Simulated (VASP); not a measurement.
A run of VASP 6.6.1:

INCAR

```
SYSTEM = Li7Bi4O10
  PREC = Accurate
  ENCUT = 520
  EDIFF = 1E-6
  ISMEAR = -1
  SIGMA = 0.05
  LREAL = Auto
  LASPH = .TRUE.
  NELM = 80
  ALGO = Normal
  ISIF = 2
  LWAVE = .FALSE.
  LCHARG = .FALSE.
  GGA = CA
  NELECT = 142.0
  NBANDS = 86
```

File KPOINTS:

```
regular mesh
0
G
  2 1 1
  0 0 0
```

Contents of POSCAR:

```
Li7Bi4O10
1.0
    5.5408080000      0.0000000000      0.0000000000
    2.3950820000      7.3086210000      0.0000000000
    2.6663980000     -0.7694030000      7.4825980000
Li Bi O
7 4 10
Direct
    0.4005819534      0.1939243371      0.5235481045
    0.1953842114      0.0048824254      0.3742951312
    0.1030555494      0.6762153510      0.6716918375
   -0.2027646538      0.6494124686      1.0504372946
    0.9453559249      0.2958715202      0.3118168315
    0.8589805124      1.0270280074      0.6757946906
    0.6926156631      0.7895964540      0.4361319424
    0.3346365936      0.8636758790      0.8792267071
    0.3063171811      0.5946429767      0.2539893230
    0.6699012114      0.4100686838      0.7419214556
    0.6924563636      0.1183833002      0.1195974981
    0.9083507416      0.5184703009      0.8387060216
    0.4798705509      0.3614774109      0.3505333308
    0.4202785112      0.0728438721      0.7263920900
    0.0272921543      0.8096850879      0.4910059314
    0.9751916585      0.8758137232      0.8887287544
    0.0724180965      0.0690695095      0.1599979045
    0.9777761348      0.2271027957      0.5178148018
    0.5647917915      0.9518653615      0.3066314668
    0.5182209391      0.6387490669      0.5990031804
    0.0631229460      0.5138729708      0.1651966336
```

Potentials or basis: VASP PAW LDA potentials, release 64 (Li_sv, Bi_d, O).

Command:

```bash
$ cat potpaw_LDA.64/Li_sv/POTCAR potpaw_LDA.64/Bi_d/POTCAR potpaw_LDA.64/O/POTCAR > POTCAR
$ mpirun -np 1 vasp_std > vasp.out
```

Hardware: 1 thread of Intel Xeon 8259CL, on a shared host.

**Question.** How long does it take, and how much memory?

**Answer.** It took 2 min on 1 thread of Intel Xeon 8259CL (shared host), peak memory 0.3 GiB. Counts: scf iterations 16, k points 2.
